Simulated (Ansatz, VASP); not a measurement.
# One calculation of P, two programs

```
CELL_PARAMETERS angstrom
1.31741 -2.28182 0.00000
-3.95223 -2.28182 0.00000
0.00000 0.00000 -4.89890
ATOMIC_POSITIONS crystal
P 0.00000 0.00000 0.75000
P 0.00000 0.00000 0.25000
P 0.50000 0.50000 0.75000
P 0.50000 0.50000 0.25000
```

Alike in both runs: task single point; functional PBE; k mesh 8 × 6 × 4; occupations gaussian, width 0.2 eV; no spin polarisation.

|  | VASP | Ansatz |
| --- | --- | --- |
| version | VASP 6.6.1 | Ansatz 0.2.0 |
| potentials or method | VASP PAW PBE potentials, release 64 (P), cutoff 520 eV | scalar-relativistic, plane waves, PAW |
| valence electrons in the cell | 20 | 20 |

VASP gave:

| Item | Value |
| --- | --- |
| gap on the k mesh at the Fermi level (eV) | none |
| pressure (GPa) | 0.3 |
| traceless stress, the component that is largest in VASP (GPa) | -3.40 |

Task: Estimate Ansatz's values.

Result: gap on the k mesh at the Fermi level (eV): none; pressure (GPa): 0.5; traceless stress, the component that is largest in VASP (GPa): -3.39.

A gap of «none» marks a metal or a gap that the smearing closes.
